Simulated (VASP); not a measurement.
Input of a VASP 6.6.1 run:

The input INCAR:

```
SYSTEM = Li3ZrN2
ALGO = Normal ; EDIFF = 1E-6
ENCUT = 520 ; GGA = PE
ISIF = 2 ; ISMEAR = 0
LASPH = .True. ; LCHARG = .True.
LELF = .True. ; LREAL = .False.
LVHAR = .True. ; LWAVE = .False.
NBANDS = 24 ; NELM = 60
PREC = Accurate ; SIGMA = 0.1
```

Contents of KPOINTS:

```
k-points
0
Gamma
  6 6 6
  0 0 0
```

Contents of POSCAR:

```
Li3ZrN2
1.0
    4.4989754626      0.0000000000      0.0000000000
   -2.2494877313      3.8962270416      0.0000000000
    0.0000000000      0.0000000000      3.2562525458
Li Zr N
3 1 2
Direct
    0.5000000000      0.0000000000      0.5000000000
    0.5000000000      0.5000000000      0.5000000000
    0.0000000000      0.5000000000      0.5000000000
    0.0000000000      0.0000000000      0.0000000000
    0.3333333333      0.6666666667      0.0000000000
    0.6666666667      0.3333333333      0.0000000000
```

Potentials or basis: VASP PAW PBE potentials, release 64 (Li_sv, Zr_sv, N).

Launch:

```console
$ cat potpaw_PBE.64/Li_sv/POTCAR potpaw_PBE.64/Zr_sv/POTCAR potpaw_PBE.64/N/POTCAR > POTCAR
$ mpirun -np 1 vasp_std > vasp.out
```

**Question.** What does it give for the band gap on the k mesh?

**Answer.** Zero (an odd number of electrons rules out a gap without spin polarisation).
